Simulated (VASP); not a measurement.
Runs of VASP 6.6.1 on TePb. The structure is that of space group Fm-3m (No. 225), or close to it. The cells are those of the table. 

```tsv
level	cell	k mesh	gap on the mesh (eV)	pressure (GPa)
r2SCAN	a = 4.541, b = 4.541, c = 4.437 Å, angles 60.8, 60.8, 58.5°, 2 atoms	8 × 8 × 8	0.77	4.2
r2SCAN	a = 4.560, b = 4.560, c = 4.483 Å, angles 60.6, 60.6, 58.9°, 2 atoms	8 × 8 × 8	0.88	(b)
PBE	a = 4.560, b = 4.560, c = 4.483 Å, angles 60.6, 60.6, 58.9°, 2 atoms	4 × 4 × 4	0.62	(a)
PBE	a = 4.621 Å, angles 60.0°, 2 atoms	4 × 4 × 4	0.80	0.6
PBE	a = 4.541, b = 4.541, c = 4.437 Å, angles 60.8, 60.8, 58.5°, 2 atoms	4 × 4 × 4	0.52	4.7
```

Alike in all rows: task single point; potentials or basis VASP PAW PBE potentials, release 64 (Pb_d, Te); no spin polarisation; cutoff (eV) 520; smearing gaussian 0.01 eV.

Task: Estimate the missing entries.

Result: (a) 3.5; (b) 2.9.

Caveats: some runs use coarse meshes; spin-orbit coupling is left out, which moves the levels of the heavy elements; the PAW data sets were made with another functional, which shifts forces and pressure a little (some runs).

A k mesh can miss the band edges, and the runs leave out spin-orbit coupling on Pb, Te.
